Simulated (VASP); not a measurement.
# SrCl2 (Fm-3m) in VASP: further runs

The runs below take SrCl2 through single point, relaxation of cell and atoms, with LDA.

Program: VASP 6.6.1. These are calculated values, not measurements. Logs are shortened: lines on timing, memory, paths and dates and some standing lists are left out, and cuts for length are marked.

**1. The cell of the first run**

It takes space group Fm-3m (No. 225, cubic). Conventional cell: a = 6.799 Å, b = 6.799 Å, c = 6.799 Å, α = 90.00°, β = 90.00°, γ = 90.00°. Within 3.9 Å of Sr (site symmetry m-3m) lie 8 Cl at 2.94 Å. Cl (site symmetry -43m) has 4 Sr at 2.94 Å and 6 Cl at 3.40 Å within 3.9 Å.

**2. Single point, LDA**

The input, INCAR:

```
ALGO = Normal
EDIFF = 1E-6
ENCUT = 500
GGA = CA
GGA_COMPAT = F
ISIF = 2
ISMEAR = 0
LASPH = T
LCHARG = F
LREAL = F
LWAVE = F
NBANDS = 19
NELM = 120
PREC = Accurate
SIGMA = 0.01
```

The input, KPOINTS:

```
k-points
0
Gamma
  3 3 3
```

The input, POSCAR:

```
SrCl2
1.0
    0.0000000000      3.3996233678      3.3996233678
    3.3996233678      0.0000000000      3.3996233678
    3.3996233678      3.3996233678      0.0000000000
Sr Cl
1 2
Direct
    0.0000000000      0.0000000000      0.0000000000
    0.2500000000      0.2500000000      0.2500000000
    0.7500000000      0.7500000000      0.7500000000
```

Potentials or basis: VASP PAW LDA potentials, release 64 (Sr_sv, Cl).

The run is started by

```bash
cat potpaw_LDA.64/Sr_sv/POTCAR potpaw_LDA.64/Cl/POTCAR > POTCAR
mpirun -np 1 vasp_std > vasp.out
```

OUTCAR:

```text
EDIFF = 1E-6
   ENCUT = 500
   GGA = CA
   ISIF = 2
   ISMEAR = 0
   LASPH = T
   LREAL = F
   NELM = 120
   PREC = Accurate

 ion  position               nearest neighbor table
   1  0.000  0.000  0.000-   3 2.94   3 2.94   3 2.94   2 2.94   2 2.94   2 2.94   3 2.94   2 2.94

   2  0.250  0.250  0.250-   1 2.94   1 2.94   1 2.94   1 2.94
   3  0.750  0.750  0.750-   1 2.94   1 2.94   1 2.94   1 2.94

  LATTYP: Found a face centered cubic cell.
 ALAT       =     6.7992467356

  Lattice vectors:

 A1 = (   0.0000000000,   3.3996233678,   3.3996233678)
 A2 = (   3.3996233678,   0.0000000000,   3.3996233678)
 A3 = (   3.3996233678,   3.3996233678,   0.0000000000)

Analysis of symmetry for initial positions (statically):
=====================================================================
 Subroutine PRICEL returns:
 Original cell was already a primitive cell.

 Routine SETGRP: Setting up the symmetry group for a
 face centered cubic supercell.

 Subroutine GETGRP returns: Found 48 space group operations
 (whereof 48 operations were pure point group operations)
 out of a pool of 48 trial point group operations.

The static configuration has the point symmetry O_h .

Analysis of symmetry for dynamics (positions and initial velocities):
=====================================================================
 Subroutine PRICEL returns:
 Original cell was already a primitive cell.

 Routine SETGRP: Setting up the symmetry group for a
 face centered cubic supercell.

 Subroutine GETGRP returns: Found 48 space group operations
 (whereof 48 operations were pure point group operations)
 out of a pool of 48 trial point group operations.

The dynamic configuration has the point symmetry O_h .

 Subroutine INISYM returns: Found 48 space group operations
 (whereof 48 operations are pure point group operations),
 and found     1 'primitive' translations

----------------------------------------------------------------------------------------

                                     Primitive cell

  volume of cell :      78.5819

  direct lattice vectors                    reciprocal lattice vectors
     0.000000000  3.399623368  3.399623368    -0.147075116  0.147075116  0.147075116
     3.399623368  0.000000000  3.399623368     0.147075116 -0.147075116  0.147075116
     3.399623368  3.399623368  0.000000000     0.147075116  0.147075116 -0.147075116
[... 62 lines left out ...]
   LASPH  =      T    aspherical Exc in radial PAW
   ENCUT  =  500.0 eV  36.75 Ry    6.06 a.u.   8.77  8.77  8.77*2*pi/ulx,y,z
   NELM   =    120;   NELMIN=  2; NELMDL= -5     # of ELM steps
   EDIFF  = 0.1E-05   stopping-criterion for ELM
   LREAL  =      F    real-space projection
   EDIFFG = 0.1E-04   stopping-criterion for IOM
   NSW    =      0    number of steps for IOM
   IBRION =     -1    ionic relax: 0-MD 1-quasi-New 2-CG
   NFREE  =      0    steps in history (QN), initial steepest desc. (CG)
   ISIF   =      2    stress and relaxation
   ISYM   =      2    0-nonsym 1-usesym 2-fastsym
   POTIM  = 0.5000    time-step for ionic-motion
   TEBEG  =    0.0;   TEEND  =   0.0 temperature during run
   PSTRESS=    0.0 pullay stress
   NELECT =      24.0000    total number of electrons
   NUPDOWN=      -1.0000    fix difference up-down
   EMIN   =  10.00;   EMAX   =-10.00  energy-range for DOS
   EFERMI =   0.00;   METHOD = LEGACY
   ISMEAR =     0;   SIGMA  =   0.01  broadening in eV -4-tet -1-fermi 0-gaus
   EFERMI_NEDOS =   21; number of points for ismear=-14 and -15
   IALGO  =     38    algorithm
   IMIX   =      4    mixing-type and parameters
     AMIX     =   0.40;   BMIX     =  1.00
     AMIX_MAG =   1.60;   BMIX_MAG =  1.00
  volume/ion in A,a.u.               =      26.19       176.77
  Fermi-wavevector in a.u.,A,eV,Ry     =   1.102481  2.083387 16.537396  1.215464
  Thomas-Fermi vector in A             =   2.238924
   LORBIT       =      0    0 simple, 1 ext, 2 COOP (PROOUT), +10 PAW based schemes
   GGA     = CA    functional components
   LHFCALC =     F    Hartree Fock is set to
   AEXX    =    0.0000 exact exchange contribution
   IVDW    =     0    specifies the selected vdW correction
   LEPSILON=     F    determine dielectric tensor
   LRPA    =     F    only Hartree local field effects (RPA)
 non-spin polarized calculation
 Gauss-broadening in eV      SIGMA  =   0.01
  energy-cutoff  :      500.00
  volume of cell :       78.58
 maximum number of plane-waves:      2006
   NGX = 17   NGY = 17   NGZ = 17

 number of electron      23.9999997 magnetization

 Free energy of the ion-electron system (eV)
  ---------------------------------------------------
  ext. energy  EPLUGINS =         0.00000000
  ---------------------------------------------------
  free energy    TOTEN  =       -14.07577818 eV

  energy without entropy =      -14.07577818  energy(sigma->0) =      -14.07577818

 E-fermi :   0.3467     XC(G=0):  -9.1307

 val. band max:        0.2863410183   @ k =  -0.3333   0.3333   0.0000
 cond. band min:       5.6826576075   @ k =   0.0000   0.0000   0.0000
 fundamental gap:      5.3963165892
 Fermi energy:         0.3467392344

 k-point     1 :       0.0000    0.0000    0.0000
  band No.  band energies     occupation
      1     -31.9651      2.00000
      2     -14.1054      2.00000
      3     -14.1054      2.00000
      4     -14.1054      2.00000
      5     -12.9899      2.00000
      6     -11.9329      2.00000
[... 65 lines left out ...]
      6     -12.0298      2.00000
[... 11 lines left out ...]
     18       9.6881      0.00000
     19      10.6346      0.00000

------------------------ aborting loop because EDIFF is reached ----------------------------------------

  FORCE on cell =-STRESS in cart. coord.  units (eV):
  Direction    XX          YY          ZZ          XY          YZ          ZX
  --------------------------------------------------------------------------------------
  -------------------------------------------------------------------------------------
  Total        0.0913964      0.0913964      0.0913964      0.0000000      0.0000000      0.0000000
  in kB        1.8634469      1.8634469      1.8634469      0.0000000      0.0000000      0.0000000
  external PRESSURE =       1.8634469 kB  Pullay stress =       0.0000000 kB

 VOLUME and BASIS-vectors are now :
 -----------------------------------------------------------------------------
  energy-cutoff  :      500.00
  volume of cell :       78.58
      direct lattice vectors                 reciprocal lattice vectors
     0.000000000  3.399623368  3.399623368    -0.147075116  0.147075116  0.147075116
     3.399623368  0.000000000  3.399623368     0.147075116 -0.147075116  0.147075116
     3.399623368  3.399623368  0.000000000     0.147075116  0.147075116 -0.147075116

 POSITION                                       TOTAL-FORCE (eV/Angst)
 -----------------------------------------------------------------------------------
      0.00000      0.00000      0.00000         0.000000      0.000000      0.000000
      1.69981      1.69981      1.69981        -0.000000     -0.000000     -0.000000
      5.09944      5.09944      5.09944         0.000000      0.000000      0.000000
 -----------------------------------------------------------------------------------
    total drift:                                0.000000      0.000000      0.000000

  FREE ENERGIE OF THE ION-ELECTRON SYSTEM (eV)
  ---------------------------------------------------
  free  energy   TOTEN  =       -14.0757781776 eV

  energy  without entropy=      -14.0757781776  energy(sigma->0) =      -14.07577818
```

OSZICAR:

```text
N       E                     dE             d eps       ncg     rms          rms(c)
DAV:   1     0.138318384157E+03    0.13832E+03   -0.11464E+04   152   0.112E+03
DAV:   2    -0.584921415214E+01   -0.14417E+03   -0.14117E+03   199   0.217E+02
DAV:   3    -0.140532376230E+02   -0.82040E+01   -0.81812E+01   205   0.532E+01
DAV:   4    -0.143827170831E+02   -0.32948E+00   -0.32913E+00   232   0.844E+00
DAV:   5    -0.143858297101E+02   -0.31126E-02   -0.31126E-02   202   0.922E-01    0.165E+01
DAV:   6    -0.141111785443E+02    0.27465E+00   -0.49964E-01   170   0.384E+00    0.105E+01
DAV:   7    -0.140815446316E+02    0.29634E-01   -0.30521E-01   183   0.327E+00    0.144E+00
DAV:   8    -0.140752439698E+02    0.63007E-02   -0.55194E-02   181   0.123E+00    0.325E-01
DAV:   9    -0.140755734172E+02   -0.32945E-03   -0.15294E-03   170   0.254E-01    0.113E-01
DAV:  10    -0.140757400023E+02   -0.16659E-03   -0.11420E-04   194   0.613E-02    0.278E-02
DAV:  11    -0.140757756860E+02   -0.35684E-04   -0.24709E-05   178   0.324E-02    0.199E-02
DAV:  12    -0.140757776783E+02   -0.19923E-05   -0.51481E-06   213   0.119E-02    0.555E-03
DAV:  13    -0.140757781776E+02   -0.49929E-06   -0.57377E-07   135   0.432E-03
   1 F= -.14075778E+02 E0= -.14075778E+02  d E =-.360098E-18
```

It took 3.5 s on 1 thread of Intel Xeon 6975P-C (Granite Rapids), shared host; peak memory 0.16 GiB.

Results:

* Free energy: -14.0758 eV
* Pressure: 0.2 GPa
* Band gap on the k mesh: 5.40 eV, indirect (least direct gap 5.56 eV)

Levels at points of the mesh, in eV from the valence-band top:
```
           k point  band 10  band 11  band 12  band 13  band 14  band 15
(0.00, 0.00, 0.00)    -0.16    -0.16    -0.16     5.40     5.98     5.98
```

Caveat: the k points lie up to 0.53 Å⁻¹ apart. A k mesh can miss the band edges.

**3. Relaxation of cell and atoms, LDA**

This run uses another cell than the first one, of 28.30 Å³/atom, 1.080 times its volume.

The input, INCAR:

```
SYSTEM = SrCl2
PREC = Accurate ; ENCUT = 500
EDIFF = 1E-7 ; ISMEAR = 0
SIGMA = 0.01 ; LREAL = .FALSE.
LASPH = .TRUE. ; NELM = 120
ALGO = Normal ; ISIF = 3
LWAVE = .FALSE. ; LCHARG = .FALSE.
GGA = CA ; IBRION = 2
NSW = 80 ; EDIFFG = -0.02
GGA_COMPAT = .FALSE. ; NELMIN = 4
```

The input, KPOINTS:

```
regular mesh
0
G
  3 3 3
  0 0 0
```

The input, POSCAR:

```
SrCl2
1.0
    0.0000000000      3.4883500000      3.4883500000
    3.4883500000      0.0000000000      3.4883500000
    3.4883500000      3.4883500000      0.0000000000
Sr Cl
1 2
Direct
    0.0000000000      0.0000000000      0.0000000000
    0.2500000000      0.2500000000      0.2500000000
    0.7500000000      0.7500000000      0.7500000000
```

Potentials or basis: VASP PAW LDA potentials, release 64 (Sr_sv, Cl).

The run is started by

```bash
cat potpaw_LDA.64/Sr_sv/POTCAR potpaw_LDA.64/Cl/POTCAR > POTCAR
mpirun -np 1 vasp_std > vasp.out
```

OUTCAR:

```text
SYSTEM = SrCl2
   PREC = Accurate
   ENCUT = 500
   EDIFF = 1E-7
   ISMEAR = 0
   LREAL = .FALSE.
   LASPH = .TRUE.
   NELM = 120
   ISIF = 3
   GGA = CA
   IBRION = 2
   NSW = 80
   EDIFFG = -0.02
   NELMIN = 4

 ion  position               nearest neighbor table
   1  0.000  0.000  0.000-   3 3.02   3 3.02   3 3.02   2 3.02   3 3.02   2 3.02   2 3.02   2 3.02

   2  0.250  0.250  0.250-   1 3.02   1 3.02   1 3.02   1 3.02
   3  0.750  0.750  0.750-   1 3.02   1 3.02   1 3.02   1 3.02

  LATTYP: Found a face centered cubic cell.
 ALAT       =     6.9767000000

  Lattice vectors:

 A1 = (   0.0000000000,   3.4883500000,   3.4883500000)
 A2 = (   3.4883500000,   0.0000000000,   3.4883500000)
 A3 = (   3.4883500000,   3.4883500000,   0.0000000000)

Analysis of symmetry for initial positions (statically):
=====================================================================
 Subroutine PRICEL returns:
 Original cell was already a primitive cell.

 Routine SETGRP: Setting up the symmetry group for a
 face centered cubic supercell.

 Subroutine GETGRP returns: Found 48 space group operations
[... 279 lines left out ...]
 val. band max:        0.2412192758   @ k =  -0.3333   0.3333   0.0000
 cond. band min:       5.6104265018   @ k =   0.0000   0.0000   0.0000
 fundamental gap:      5.3692072260
 Fermi energy:         0.3246477526

 k-point     1 :       0.0000    0.0000    0.0000
  band No.  band energies     occupation
      1     -32.0303      2.00000
      2     -14.1671      2.00000
      3     -14.1671      2.00000
      4     -14.1671      2.00000
      5     -13.0147      2.00000
      6     -11.9732      2.00000
[... 53 lines left out ...]
      3     -14.4416      2.00000
      4     -14.2022      2.00000
      5     -12.2179      2.00000
      6     -12.0771      2.00000
[... 8 lines left out ...]
     15       7.6120      0.00000
     16       8.0981      0.00000

------------------------ aborting loop because EDIFF is reached ----------------------------------------

  FORCE on cell =-STRESS in cart. coord.  units (eV):
  Direction    XX          YY          ZZ          XY          YZ          ZX
  --------------------------------------------------------------------------------------
  -------------------------------------------------------------------------------------
  Total       -0.0370013     -0.0370013     -0.0370013      0.0000000      0.0000000     -0.0000000
  in kB       -0.7495392     -0.7495392     -0.7495392      0.0000000      0.0000000     -0.0000000
  external PRESSURE =      -0.7495392 kB  Pullay stress =       0.0000000 kB

 VOLUME and BASIS-vectors are now :
 -----------------------------------------------------------------------------
  energy-cutoff  :      500.00
  volume of cell :       79.09
      direct lattice vectors                 reciprocal lattice vectors
    -0.000000000  3.406964210  3.406964210    -0.146758219  0.146758219  0.146758219
     3.406964210 -0.000000000  3.406964210     0.146758219 -0.146758219  0.146758219
     3.406964210  3.406964210 -0.000000000     0.146758219  0.146758219 -0.146758219

 POSITION                                       TOTAL-FORCE (eV/Angst)
 -----------------------------------------------------------------------------------
      3.40696      6.81393      3.40696         0.000000     -0.000000      0.000000
      1.70348      1.70348      1.70348        -0.000000     -0.000000     -0.000000
      5.11045      5.11045      5.11045         0.000000      0.000000     -0.000000
 -----------------------------------------------------------------------------------
    total drift:                                0.000000      0.000000      0.000000

  FREE ENERGIE OF THE ION-ELECTRON SYSTEM (eV)
  ---------------------------------------------------
  free  energy   TOTEN  =       -14.0781401545 eV

  energy  without entropy=      -14.0781401545  energy(sigma->0) =      -14.07814015

 reached required accuracy - stopping structural energy minimisation
```

CONTCAR:

```text
SrCl2
   1.00000000000000
    -0.0000000000000000    3.4069642095161763    3.4069642095161763
     3.4069642095161763   -0.0000000000000000    3.4069642095161763
     3.4069642095161763    3.4069642095161763   -0.0000000000000000
  Sr              Cl
     1     2
Direct
     1.0000000000000000    0.0000000000000000    1.0000000000000000
     0.2500000000000000    0.2500000000000000    0.2500000000000000
     0.7500000000000000    0.7500000000000000    0.7500000000000000

  0.00000000E+00  0.00000000E+00  0.00000000E+00
  0.00000000E+00  0.00000000E+00  0.00000000E+00
  0.00000000E+00  0.00000000E+00  0.00000000E+00
```

Run time: 5.6 s. Hardware: 1 thread of Intel Xeon 6975P-C (Granite Rapids), shared host; peak memory 0.17 GiB.

What came out:

```
Free energy                            : -14.0781 eV
Relaxed volume                         : 26.36 Å³/atom
Relaxed cell                           : a = 4.818 Å, b = 4.818 Å, c = 4.818 Å, α = 60.00°, β = 60.00°, γ = 60.00°
Space group after relaxing (to 0.05 Å) : Fm-3m (No. 225)
Energy gained by relaxing              : 18.1 meV/atom
Ionic steps                            : 2
Pressure after relaxing                : -0.1 GPa
Band gap on the k mesh                 : 5.37 eV, indirect (least direct gap 5.53 eV)
```

Step by step:
```tsv
step	energy change (eV)	largest force (eV/Å)	pressure (GPa)	volume (Å³)
1	0.0000	0.0000	-2.74	84.90
2	-0.0542	0.0000	-0.07	79.09
```

Final structure:
```
Sr Cl
1.0
     0.00000    3.40696    3.40696
     3.40696    0.00000    3.40696
     3.40696    3.40696    0.00000
Sr Cl
1 2
Direct
  0.00000 0.00000 0.00000
  0.25000 0.25000 0.25000
  0.75000 0.75000 0.75000
```

Levels at points of the mesh, in eV from the valence-band top:
| k point | band 10 | band 11 | band 12 | band 13 | band 14 | band 15 |
| --- | --- | --- | --- | --- | --- | --- |
| (0.00, 0.00, 0.00) | -0.16 | -0.16 | -0.16 | 5.37 | 5.98 | 5.98 |

Caveat: the k points lie up to 0.53 Å⁻¹ apart in the final cell. A k mesh can miss the band edges.
